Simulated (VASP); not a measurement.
Runs of VASP 6.6.1 on HfO2. The structure is that of space group I4/mmm (No. 139), or close to it. The cells are those of the table. 

```csv
cell,gap on the mesh (eV),pressure (GPa)
"a = 3.401, b = 3.401, c = 3.472 Å, angles 59.3, 59.3, 61.4°, 3 atoms",3.52,47.6
"a = 3.545, b = 3.545, c = 3.617 Å, angles 59.3, 59.3, 61.3°, 3 atoms",3.37,4.2
"a = 3.764, b = 3.764, c = 3.617 Å, angles 61.3, 61.3, 57.4°, 3 atoms",2.69,-20.4
"a = 3.764, b = 3.764, c = 3.906 Å, angles 58.7, 58.7, 62.5°, 3 atoms",2.56,-30.4
"a = 3.475, b = 3.475, c = 3.617 Å, angles 58.6, 58.6, 62.7°, 3 atoms",2.78,(c)
"a = 3.835, b = 3.835, c = 3.906 Å, angles 59.4, 59.4, 61.2°, 3 atoms",2.91,-34.4
"a = 3.628, b = 3.628, c = 3.328 Å, angles 62.7, 62.7, 54.6°, 3 atoms",1.34,19.6
"a = 3.690, b = 3.690, c = 3.762 Å, angles 59.4, 59.4, 61.3°, 3 atoms",3.16,-20.8
"a = 3.628, b = 3.628, c = 3.906 Å, angles 57.4, 57.4, 65.1°, 3 atoms",1.50,(a)
"a = 3.620, b = 3.620, c = 3.762 Å, angles 58.7, 58.7, 62.6°, 3 atoms",(b),-13.5
"a = 3.551, b = 3.551, c = 3.328 Å, angles 62.1, 62.1, 55.9°, 3 atoms",2.11,32.6
"a = 3.620, b = 3.620, c = 3.472 Å, angles 61.3, 61.3, 57.3°, 3 atoms",2.84,4.8
```

Alike in all rows: task single point; level PBE; potentials or basis VASP PAW PBE potentials, release 64 (Hf_pv, O); no spin polarisation; k mesh 8 × 8 × 8; cutoff (eV) 520; smearing gaussian 0.05 eV.

Question: Estimate the missing entries.

Answer: (a) -18.1; (b) 2.70; (c) 17.0.

Caveats: spin-orbit coupling is left out, which moves the levels of the heavy elements.

A k mesh can miss the band edges, and the runs leave out spin-orbit coupling on Hf.
